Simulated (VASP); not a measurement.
Write the native input for VASP 6.6.1 that does the following.

```
Task                   : relaxation of cell and atoms
Functional             : PBE
Potentials or basis    : VASP PAW PBE potentials, release 64 (Ta_pv, Al)
Cutoff                 : 600 eV
k mesh                 : 12 × 12 × 10
Occupations            : gaussian, width 0.1 eV
Spin                   : no spin polarisation
Dipole correction      : no
Further INCAR settings : ALGO = Fast; EDIFF = 1e-06; IBRION = 2; EDIFFG = -0.01; NSW = 100; ISIF = 3
```

The structure of TaAl5 lies in POSCAR:

```
TaAl5
1.0
    5.1924897100      0.0000000000      0.0000000000
   -2.5962448600      4.4968280000      0.0000000000
    0.0000000000      0.0000000000      4.2442477600
Ta Al
1 5
Direct
    0.0000000000      0.0000000000      0.0000000000
    0.0000000000      0.5000000000      0.5000000000
    0.3333333300      0.6666666700      0.0000000000
    0.6666666700      0.3333333300      0.0000000000
    0.5000000000      0.0000000000      0.5000000000
    0.5000000000      0.5000000000      0.5000000000
```

The cell was built from a structure type or drawn by symmetry, and may not be a known phase.

The input as run:

INCAR

```
ALGO = Fast ; EDIFF = 1E-6
EDIFFG = -0.01 ; ENCUT = 600
GGA = PE ; IBRION = 2
ISIF = 3 ; ISMEAR = 0
LASPH = T ; LCHARG = F
LREAL = F ; LWAVE = F
NELM = 80 ; NSW = 100
PREC = Accurate ; SIGMA = 0.1
```

KPOINTS

```
k-points
0
Gamma
  12 12 10
```

Potentials or basis: VASP PAW PBE potentials, release 64 (Ta_pv, Al).

Command:

```sh
$ cat potpaw_PBE.64/Ta_pv/POTCAR potpaw_PBE.64/Al/POTCAR > POTCAR
$ mpirun -np 1 vasp_std > vasp.out
```

Results of the run:

| Item | Value |
| --- | --- |
| Relaxed volume | 16.82 Å³/atom |
| Relaxed cell | a = 5.116 Å, b = 5.116 Å, c = 4.452 Å, α = 90.00°, β = 90.00°, γ = 120.00° |
| Space group after relaxing (to 0.1 Å) | P6/mmm (No. 191) |
| Energy gained by relaxing | 19.6 meV/atom |
| Ionic steps | 7 |
| Pressure after relaxing | 0.0 GPa |
| Band gap on the k mesh | zero (bands 13 and 14 overlap by 1.21 eV) |

Caveat: spin-orbit coupling is left out, which moves the levels of the heavy elements.

Run time: 15 min on 1 thread of Intel(R) Xeon(R) Platinum 8124M CPU @ 3.00GHz (Skylake/Cascade Lake), on a shared host, peak memory 0.42 GiB.
